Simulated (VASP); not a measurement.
Crystal: SiO2.

```
CELL_PARAMETERS angstrom
-4.47204 4.47204 2.61177
4.47204 -4.47204 2.61177
4.47204 4.47204 -2.61177
ATOMIC_POSITIONS crystal
Si 0.82311 0.82311 0.64622
Si 0.17689 0.82311 0.00000
Si 0.82311 0.17689 0.00000
Si 0.17689 0.17689 0.35378
O 0.00000 0.79145 0.79145
O 0.20855 0.00000 0.20855
O 0.79145 0.00000 0.79145
O 0.00000 0.20855 0.20855
O 0.00000 0.00000 0.50000
O 0.50000 0.00000 0.00000
O 0.00000 0.50000 0.00000
O 0.50000 0.50000 0.50000
```

| Property | Result |
| --- | --- |
| Program | VASP 6.6.1 |
| Task | relaxation of cell and atoms |
| Functional | PBE |
| Potentials or basis | VASP PAW PBE potentials, release 64 (Si, O) |
| Cutoff | 600 eV |
| k mesh | 6 × 6 × 6 |
| Occupations | fermi-dirac, width 0.05 eV |
| Spin | no spin polarisation |

At the start: pressure 3.5 GPa; volume 17.41 Å³/atom.

Question: Where does the relaxation end?

Answer: Over 10 steps the energy falls by 4.6 meV/atom and the volume is 17.82 Å³/atom (+2.3 %); space group I4/mmm (No. 139, to 0.1 Å) before and after.

Step by step:
| step | energy change (eV) | largest force (eV/Å) | pressure (GPa) | volume (Å³) |
| --- | --- | --- | --- | --- |
| 1 | 0.0000 | 0.2022 | 3.51 | 208.93 |
| 2 | 0.0368 | 0.2034 | -4.15 | 220.67 |
| 3 | -0.0552 | 0.0181 | -0.03 | 213.95 |
| 4 | -0.0552 | 0.0217 | 0.04 | 213.85 |
| 5 | -0.0553 | 0.0170 | 0.04 | 213.83 |
| 6 | -0.0554 | 0.0519 | 0.04 | 213.75 |
| 7 | -0.0554 | 0.0343 | 0.04 | 213.78 |
| 8 | -0.0554 | 0.0170 | 0.02 | 213.79 |
| 9 | -0.0555 | 0.0163 | -0.01 | 213.82 |
| 10 | -0.0555 | 0.0039 | 0.00 | 213.81 |

Final structure:
```cif
data_structure
_symmetry_space_group_name_H-M 'P 1'
_symmetry_Int_Tables_number 1
_cell_length_a 6.8924
_cell_length_b 6.8924
_cell_length_c 6.8924
_cell_angle_alpha 98.410
_cell_angle_beta 98.410
_cell_angle_gamma 135.032
_cell_volume 213.81
loop_
_atom_site_label
_atom_site_type_symbol
_atom_site_fract_x
_atom_site_fract_y
_atom_site_fract_z
_atom_site_occupancy
Si1 Si 0.82303 0.82303 0.64607 1
Si2 Si 0.17696 0.82303 0.00000 1
Si3 Si 0.82303 0.17696 0.00000 1
Si4 Si 0.17697 0.17697 0.35393 1
O1 O 0.00000 0.79062 0.79062 1
O2 O 0.20938 0.00000 0.20938 1
O3 O 0.79062 0.00000 0.79062 1
O4 O 0.00000 0.20938 0.20938 1
O5 O 0.00000 0.00000 0.50000 1
O6 O 0.50000 0.00000 0.00000 1
O7 O 0.00000 0.50000 0.00000 1
O8 O 0.50000 0.50000 0.50000 1
```
